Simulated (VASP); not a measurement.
# TePb (rocksalt type) (Fm-3m) in VASP: further runs

Runs on TePb (rocksalt type). Level: PBE. Tasks: single point, relaxation of cell and atoms.

All numbers are computed with VASP 6.6.1; they aren't measurements. Logs are shortened: lines on timing, memory, paths and dates and some standing lists are left out, and cuts for length are marked.

## Step 1: The cell of the first run

Symmetry: Fm-3m, No. 225, cubic system. Conventional cell: a = 5.831 Å, b = 5.831 Å, c = 5.831 Å, α = 90.00°, β = 90.00°, γ = 90.00°. Within 3.8 Å of Pb (site symmetry m-3m) lie 6 Te at 2.92 Å. Within 3.8 Å of Te (site symmetry m-3m) lie 6 Pb at 2.92 Å.

## Step 2: Single point, PBE (24.78 Å³/atom)

The input, INCAR:

```
SYSTEM = TePb
ALGO = Normal
EDIFF = 1E-6
ENCUT = 520
GGA = PE
ISIF = 2
ISMEAR = -1
LASPH = .True.
LCHARG = .True.
LELF = .True.
LREAL = .False.
LVHAR = .True.
LWAVE = .False.
NBANDS = 17
NELM = 80
PREC = Accurate
SIGMA = 0.1
```

The input, KPOINTS:

```
k-points
0
Gamma
  12 12 12
  0 0 0
```

The input, POSCAR:

```
TePb
1.0
    0.0000000000      2.9155354745      2.9155354745
    2.9155354745      0.0000000000      2.9155354745
    2.9155354745      2.9155354745      0.0000000000
Pb Te
1 1
Direct
    0.0000000000      0.0000000000      0.0000000000
    0.5000000000      0.5000000000      0.5000000000
```

Potentials or basis: VASP PAW PBE potentials, release 64 (Pb_d, Te).

Launch:

```sh
$ cat potpaw_PBE.64/Pb_d/POTCAR potpaw_PBE.64/Te/POTCAR > POTCAR
$ mpirun -np 1 vasp_std > vasp.out
```

OUTCAR:

```text
SYSTEM = TePb
   EDIFF = 1E-6
   ENCUT = 520
   GGA = PE
   ISIF = 2
   ISMEAR = -1
   LASPH = .True.
   LREAL = .False.
   NELM = 80
   PREC = Accurate

 ion  position               nearest neighbor table
   1  0.000  0.000  0.000-   2 2.92   2 2.92   2 2.92   2 2.92   2 2.92   2 2.92
   2  0.500  0.500  0.500-   1 2.92   1 2.92   1 2.92   1 2.92   1 2.92   1 2.92

  LATTYP: Found a face centered cubic cell.
 ALAT       =     5.8310709490

  Lattice vectors:

 A1 = (   0.0000000000,   2.9155354745,   2.9155354745)
 A2 = (   2.9155354745,   0.0000000000,   2.9155354745)
 A3 = (   2.9155354745,   2.9155354745,   0.0000000000)

Analysis of symmetry for initial positions (statically):
=====================================================================
 Subroutine PRICEL returns:
 Original cell was already a primitive cell.

 Routine SETGRP: Setting up the symmetry group for a
 face centered cubic supercell.

 Subroutine GETGRP returns: Found 48 space group operations
 (whereof 48 operations were pure point group operations)
 out of a pool of 48 trial point group operations.

The static configuration has the point symmetry O_h .

Analysis of symmetry for dynamics (positions and initial velocities):
=====================================================================
 Subroutine PRICEL returns:
 Original cell was already a primitive cell.

 Routine SETGRP: Setting up the symmetry group for a
 face centered cubic supercell.

 Subroutine GETGRP returns: Found 48 space group operations
 (whereof 48 operations were pure point group operations)
 out of a pool of 48 trial point group operations.

The dynamic configuration has the point symmetry O_h .

 Subroutine INISYM returns: Found 48 space group operations
 (whereof 48 operations are pure point group operations),
 and found     1 'primitive' translations

----------------------------------------------------------------------------------------

                                     Primitive cell

  volume of cell :      49.5661

  direct lattice vectors                    reciprocal lattice vectors
     0.000000000  2.915535474  2.915535474    -0.171495084  0.171495084  0.171495084
     2.915535474  0.000000000  2.915535474     0.171495084 -0.171495084  0.171495084
     2.915535474  2.915535474  0.000000000     0.171495084  0.171495084 -0.171495084

  length of vectors
     4.123189810  4.123189810  4.123189810     0.297038198  0.297038198  0.297038198

  position of ions in fractional coordinates (direct lattice)
     0.000000000  0.000000000  0.000000000
     0.500000000  0.500000000  0.500000000

  ion indices of the primitive-cell ions
   primitive index   ion index
                 1           1
                 2           2

----------------------------------------------------------------------------------------

 KPOINTS: k-points

Automatic generation of k-mesh.
 Grid dimensions read from file:
 generate k-points for:   12   12   12

 Generating k-lattice:

  Cartesian coordinates                     Fractional coordinates (reciprocal lattice)
    -0.014291257  0.014291257  0.014291257     0.083333333  0.000000000  0.000000000
     0.014291257 -0.014291257  0.014291257     0.000000000  0.083333333  0.000000000
     0.014291257  0.014291257 -0.014291257     0.000000000  0.000000000  0.083333333

  Length of vectors
     0.024753183  0.024753183  0.024753183

  Shift w.r.t. Gamma in fractional coordinates (k-lattice)
     0.000000000  0.000000000  0.000000000

 Subroutine IBZKPT returns following result:
 ===========================================

 Found     72 irreducible k-points:

 Following reciprocal coordinates:
            Coordinates               Weight
  0.000000  0.000000  0.000000      1.000000
  0.083333  0.000000  0.000000      8.000000
  0.166667  0.000000  0.000000      8.000000
  0.250000  0.000000  0.000000      8.000000
  0.333333  0.000000  0.000000      8.000000
  0.416667  0.000000  0.000000      8.000000
[... 16 lines left out ...]
  0.500000  0.166667  0.000000     24.000000
 -0.416667  0.166667  0.000000     24.000000
 [... further k-points ...]
   k-points           NKPTS =     72   k-points in BZ     NKDIM =     72   number of bands    NBANDS=     17
   number of dos      NEDOS =    301   number of ions     NIONS =      2
   total plane-waves  NPLWV =  32768
   dimension x,y,z NGX =    32 NGY =   32 NGZ =   32
   dimension x,y,z NGXF=    64 NGYF=   64 NGZF=   64
   ions per type =               1   1
   NGX,Y,Z   is equivalent  to a cutoff of  12.90, 12.90, 12.90 a.u.
   NGXF,Y,Z  is equivalent  to a cutoff of  25.80, 25.80, 25.80 a.u.
 SYSTEM =  TePb
   PREC   = accura    normal or accurate (medium, high low for compatibility)
   ISTART =      0    job   : 0-new  1-cont  2-samecut
   ICHARG =      2    charge: 1-file 2-atom 10-const
   ISPIN  =      1    spin polarized calculation?
   LNONCOLLINEAR =      F non collinear calculations
   LSORBIT =      F    spin-orbit coupling
   LASPH  =      T    aspherical Exc in radial PAW
   ENCUT  =  520.0 eV  38.22 Ry    6.18 a.u.   7.67  7.67  7.67*2*pi/ulx,y,z
   NELM   =     80;   NELMIN=  2; NELMDL= -5     # of ELM steps
   EDIFF  = 0.1E-05   stopping-criterion for ELM
   LREAL  =      F    real-space projection
   EDIFFG = 0.1E-04   stopping-criterion for IOM
   NSW    =      0    number of steps for IOM
   IBRION =     -1    ionic relax: 0-MD 1-quasi-New 2-CG
   NFREE  =      0    steps in history (QN), initial steepest desc. (CG)
   ISIF   =      2    stress and relaxation
   ISYM   =      2    0-nonsym 1-usesym 2-fastsym
   POTIM  = 0.5000    time-step for ionic-motion
   TEBEG  =    0.0;   TEEND  =   0.0 temperature during run
   PSTRESS=    0.0 pullay stress
   NELECT =      20.0000    total number of electrons
   NUPDOWN=      -1.0000    fix difference up-down
   EMIN   =  10.00;   EMAX   =-10.00  energy-range for DOS
   EFERMI =   0.00;   METHOD = LEGACY
   ISMEAR =    -1;   SIGMA  =   0.10  broadening in eV -4-tet -1-fermi 0-gaus
   EFERMI_NEDOS =   21; number of points for ismear=-14 and -15
   IALGO  =     38    algorithm
   IMIX   =      4    mixing-type and parameters
     AMIX     =   0.40;   BMIX     =  1.00
     AMIX_MAG =   1.60;   BMIX_MAG =  1.00
  volume/ion in A,a.u.               =      24.78       167.24
  Fermi-wavevector in a.u.,A,eV,Ry     =   1.209734  2.286066 19.911528  1.463456
  Thomas-Fermi vector in A             =   2.345302
   LORBIT       =      0    0 simple, 1 ext, 2 COOP (PROOUT), +10 PAW based schemes
   GGA     = PE    functional components
   LHFCALC =     F    Hartree Fock is set to
   AEXX    =    0.0000 exact exchange contribution
   IVDW    =     0    specifies the selected vdW correction
   LEPSILON=     F    determine dielectric tensor
   LRPA    =     F    only Hartree local field effects (RPA)
 non-spin polarized calculation
  energy-cutoff  :      520.00
  volume of cell :       49.57
 maximum number of plane-waves:      1363
   NGX = 15   NGY = 15   NGZ = 15

 number of electron      20.0000000 magnetization

 Free energy of the ion-electron system (eV)
  ---------------------------------------------------
  ext. energy  EPLUGINS =         0.00000000
  ---------------------------------------------------
  free energy    TOTEN  =        -6.04827526 eV

  energy without entropy =       -6.04366408  energy(sigma->0) =       -6.04596967

 E-fermi :  10.3924     XC(G=0): -10.7655

 val. band max:       10.3044143279   @ k =   0.5000   0.0000   0.0000
 cond. band min:      10.5400219248   @ k =   0.5000   0.0000   0.0000
 fundamental gap:      0.2356075969
 Fermi energy:        10.3923779820

 k-point     1 :       0.0000    0.0000    0.0000
  band No.  band energies     occupation
      1      -7.3088      2.00000
      2      -7.3088      2.00000
      3      -7.2662      2.00000
      4      -7.2662      2.00000
      5      -7.2662      2.00000
      6      -4.8423      2.00000
[... 9 lines left out ...]
     16      15.2733      0.00000
     17      16.1710      0.00000

 k-point     2 :       0.0833    0.0000    0.0000
  band No.  band energies     occupation
      1      -7.3124      2.00000
      2      -7.3124      2.00000
      3      -7.2663      2.00000
      4      -7.2632      2.00000
      5      -7.2632      2.00000
      6      -4.7540      2.00000
[... 9 lines left out ...]
     16      15.4661      0.00000
     17      17.0907      0.00000

 k-point     3 :       0.1667    0.0000    0.0000
  band No.  band energies     occupation
      1      -7.3237      2.00000
      2      -7.3237      2.00000
      3      -7.2669      2.00000
      4      -7.2536      2.00000
      5      -7.2536      2.00000
      6      -4.4906      2.00000
[... 9 lines left out ...]
     16      15.9187      0.00000
     17      18.7138      0.00000

 k-point     4 :       0.2500    0.0000    0.0000
  band No.  band energies     occupation
      1      -7.3402      2.00000
      2      -7.3402      2.00000
      3      -7.2684      2.00000
      4      -7.2392      2.00000
      5      -7.2392      2.00000
      6      -4.0589      2.00000
[... 9 lines left out ...]
     16      16.6136      0.00000
     17      20.6509      0.00000

 k-point     5 :       0.3333    0.0000    0.0000
  band No.  band energies     occupation
      1      -7.3572      2.00000
      2      -7.3572      2.00000
      3      -7.2705      2.00000
      4      -7.2243      2.00000
      5      -7.2243      2.00000
      6      -3.4799      2.00000
[... 9 lines left out ...]
     16      17.5288      0.00000
     17      22.7440      0.00000

 k-point     6 :       0.4167    0.0000    0.0000
  band No.  band energies     occupation
      1      -7.3697      2.00000
      2      -7.3697      2.00000
      3      -7.2725      2.00000
      4      -7.2131      2.00000
      5      -7.2131      2.00000
      6      -2.8279      2.00000
[... 9 lines left out ...]
     16      18.5872      0.00000
     17      21.7391      0.00000

 k-point     7 :       0.5000    0.0000    0.0000
  band No.  band energies     occupation
      1      -7.3743      2.00000
      2      -7.3743      2.00000
      3      -7.2733      2.00000
      4      -7.2090      2.00000
      5      -7.2090      2.00000
      6      -2.4412      2.00000
[... 9 lines left out ...]
     16      19.3089      0.00000
     17      20.4539      0.00000

 k-point     8 :       0.0833    0.0833    0.0000
  band No.  band energies     occupation
      1      -7.3213      2.00000
      2      -7.3063      2.00000
      3      -7.2688      2.00000
      4      -7.2611      2.00000
      5      -7.2611      2.00000
      6      -4.7236      2.00000
[... 9 lines left out ...]
     16      15.8944      0.00000
     17      17.1665      0.00000
[... 203 lines left out ...]
      1      -7.3628      2.00000
      2      -7.2995      2.00000
      3      -7.2759      2.00000
      4      -7.2466      2.00000
      5      -7.2466      2.00000
      6      -4.3603      2.00000
[... 9 lines left out ...]
     16      17.1410      0.00000
     17      18.6945      0.00000

 k-point    20 :       0.2500    0.1667    0.0000
  band No.  band energies     occupation
      1      -7.3913      2.00000
      2      -7.3017      2.00000
      3      -7.2783      2.00000
      4      -7.2374      2.00000
      5      -7.2339      2.00000
      6      -4.0308      2.00000
[... 9 lines left out ...]
     16      17.7832      0.00000
     17      19.4318      0.00000

 k-point    21 :       0.3333    0.1667    0.0000
  band No.  band energies     occupation
      1      -7.4150      2.00000
      2      -7.3141      2.00000
      3      -7.2764      2.00000
      4      -7.2299      2.00000
      5      -7.2187      2.00000
      6      -3.5427      2.00000
[... 9 lines left out ...]
     16      18.5639      0.00000
     17      20.7901      0.00000

 k-point    22 :       0.4167    0.1667    0.0000
  band No.  band energies     occupation
      1      -7.4285      2.00000
      2      -7.3311      2.00000
      3      -7.2713      2.00000
      4      -7.2249      2.00000
      5      -7.2071      2.00000
      6      -2.9323      2.00000
[... 9 lines left out ...]
     16      19.4742      0.00000
     17      21.1588      0.00000

 k-point    23 :       0.5000    0.1667    0.0000
  band No.  band energies     occupation
      1      -7.4291      2.00000
      2      -7.3476      2.00000
      3      -7.2651      2.00000
      4      -7.2225      2.00000
      5      -7.2030      2.00000
      6      -2.3248      2.00000
[... 9 lines left out ...]
     16      19.6989      0.00000
     17      20.6802      0.00000

 k-point    24 :      -0.4167    0.1667    0.0000
  band No.  band energies     occupation
      1      -7.4169      2.00000
      2      -7.3595      2.00000
      3      -7.2605      2.00000
      4      -7.2223      2.00000
      5      -7.2071      2.00000
      6      -2.1931      2.00000
[... 9 lines left out ...]
     16      18.4622      0.00000
     17      21.7605      0.00000

 [... further k-points ...]

------------------------ aborting loop because EDIFF is reached ----------------------------------------

  FORCE on cell =-STRESS in cart. coord.  units (eV):
  Direction    XX          YY          ZZ          XY          YZ          ZX
  --------------------------------------------------------------------------------------
  -------------------------------------------------------------------------------------
  Total        9.4939886      9.4939886      9.4939886      0.0000000      0.0000000      0.0000000
  in kB      306.8840389    306.8840389    306.8840389      0.0000000      0.0000000      0.0000000
  external PRESSURE =     306.8840389 kB  Pullay stress =       0.0000000 kB

 VOLUME and BASIS-vectors are now :
 -----------------------------------------------------------------------------
  energy-cutoff  :      520.00
  volume of cell :       49.57
      direct lattice vectors                 reciprocal lattice vectors
     0.000000000  2.915535474  2.915535474    -0.171495084  0.171495084  0.171495084
     2.915535474  0.000000000  2.915535474     0.171495084 -0.171495084  0.171495084
     2.915535474  2.915535474  0.000000000     0.171495084  0.171495084 -0.171495084

 POSITION                                       TOTAL-FORCE (eV/Angst)
 -----------------------------------------------------------------------------------
      0.00000      0.00000      0.00000         0.000000      0.000000      0.000000
      2.91554      2.91554      2.91554        -0.000000     -0.000000     -0.000000
 -----------------------------------------------------------------------------------
    total drift:                                0.000000     -0.000000     -0.000000

  FREE ENERGIE OF THE ION-ELECTRON SYSTEM (eV)
  ---------------------------------------------------
  free  energy   TOTEN  =        -6.0482752637 eV

  energy  without entropy=       -6.0436640773  energy(sigma->0) =       -6.04596967
```

It took 67 s on 1 thread of Intel Xeon 8259CL, shared host; peak memory 0.22 GiB.

What came out:

| Quantity | Value |
| --- | --- |
| Free energy | -6.0483 eV |
| Pressure | 30.7 GPa |
| Band gap on the k mesh | 0.24 eV |

Levels at points of the mesh, in eV from the valence-band top:
```
           k point  band 7  band 8  band 9  band 10  band 11  band 12  band 13  band 14
(0.00, 0.00, 0.00)   -4.56   -2.70   -2.70    -2.70     4.28     4.28     4.28     4.97
(0.50, 0.00, 0.00)  -10.79   -1.91   -1.91     0.00     0.24     0.28     0.28     8.79
(0.50, 0.50, 0.00)   -7.93   -7.35   -4.89    -4.89     1.74     6.65     6.65     8.54
```

Caveat: the cell stands under pressure; spin-orbit coupling is left out, which moves the levels of the heavy elements.

## Step 3: Single point, PBE

The input, INCAR:

```
PREC = Accurate
ENCUT = 520
EDIFF = 1E-6
ISMEAR = -1
SIGMA = 0.1
LREAL = F
LASPH = T
NELM = 100
ALGO = Normal
ISIF = 2
LWAVE = F
LCHARG = F
GGA = PE
NBANDS = 17
```

The input, KPOINTS:

```
Automatic mesh
0
Gamma
  12 12 12
```

The input, POSCAR:

```
TePb
1.0
    0.0000000000      2.9138817200      2.9138817200
    2.9138817200      0.0000000000      2.9138817200
    2.9138817200      2.9138817200      0.0000000000
Pb Te
1 1
Direct
    0.0000000000      0.0000000000      0.0000000000
    0.5000000000      0.5000000000      0.5000000000
```

Potentials or basis: VASP PAW PBE potentials, release 64 (Pb_d, Te).

Launch:

```sh
$ cat potpaw_PBE.64/Pb_d/POTCAR potpaw_PBE.64/Te/POTCAR > POTCAR
$ mpirun -np 1 vasp_std > vasp.out
```

Run time: 64 s. Hardware: 1 thread of Intel Xeon 8259CL, shared host; peak memory 0.21 GiB.

It converged, with:

```
Free energy            : -6.0320 eV
Pressure               : 31.0 GPa
Band gap on the k mesh : 0.24 eV
```

Levels at points of the mesh, in eV from the valence-band top:
| k point | band 6 | band 7 | band 8 | band 9 | band 10 | band 11 | band 12 | band 13 | band 14 | band 15 |
| --- | --- | --- | --- | --- | --- | --- | --- | --- | --- | --- |
| (0.00, 0.00, 0.00) | -15.16 | -4.55 | -2.70 | -2.70 | -2.70 | 4.28 | 4.28 | 4.28 | 4.97 | 4.97 |
| (0.50, 0.00, 0.00) | -12.75 | -10.80 | -1.91 | -1.91 | 0.00 | 0.24 | 0.28 | 0.28 | 8.80 | 9.01 |
| (0.50, 0.50, 0.00) | -11.97 | -7.93 | -7.36 | -4.90 | -4.90 | 1.74 | 6.66 | 6.66 | 8.56 | 10.84 |

Caveat: the cell stands under pressure; spin-orbit coupling is left out, which moves the levels of the heavy elements. A k mesh can miss the band edges.

## Step 4: Single point, PBE

This run uses another cell than the first one, of 35.40 Å³/atom.

The input, INCAR:

```
SYSTEM = TePb
  PREC = Accurate
  ENCUT = 520
  EDIFF = 1E-6
  ISMEAR = -1
  SIGMA = 0.1
  LREAL = .FALSE.
  LASPH = .TRUE.
  NELM = 80
  ALGO = Normal
  ISIF = 2
  LWAVE = .FALSE.
  LCHARG = .FALSE.
  GGA = PE
  NBANDS = 17
```

The input, KPOINTS:

```
regular mesh
0
G
  11 11 11
  0 0 0
```

The input, POSCAR:

```
TePb
1.0
    0.0000000000      3.2836156485      3.2836156485
    3.2836156485      0.0000000000      3.2836156485
    3.2836156485      3.2836156485      0.0000000000
Pb Te
1 1
Direct
    0.0000000000      0.0000000000      0.0000000000
    0.5000000000      0.5000000000      0.5000000000
```

Launch:

```sh
$ cat potpaw_PBE.64/Pb_d/POTCAR potpaw_PBE.64/Te/POTCAR > POTCAR
$ mpirun -np 1 vasp_std > vasp.out
```

It took 86 s on 1 thread of Intel Xeon 8259CL, shared host; peak memory 0.24 GiB.

The run converged. Its results:

```yaml
Free_energy: -7.5231 eV
Pressure: 0.0 GPa
```

Levels at points of the mesh, in eV from the Fermi level:
```csv
k point,band 7,band 8,band 9,band 10,band 11,band 12,band 13,band 14
"(0.00, 0.00, 0.00)",-6.20,-1.65,-1.65,-1.65,3.54,3.54,3.54,5.42
```

Caveat: this odd mesh misses L, so gap, dielectric constants and Born charges aren't listed; spin-orbit coupling is left out, which moves the levels of the heavy elements.

(Continued in part 2 of 2.)
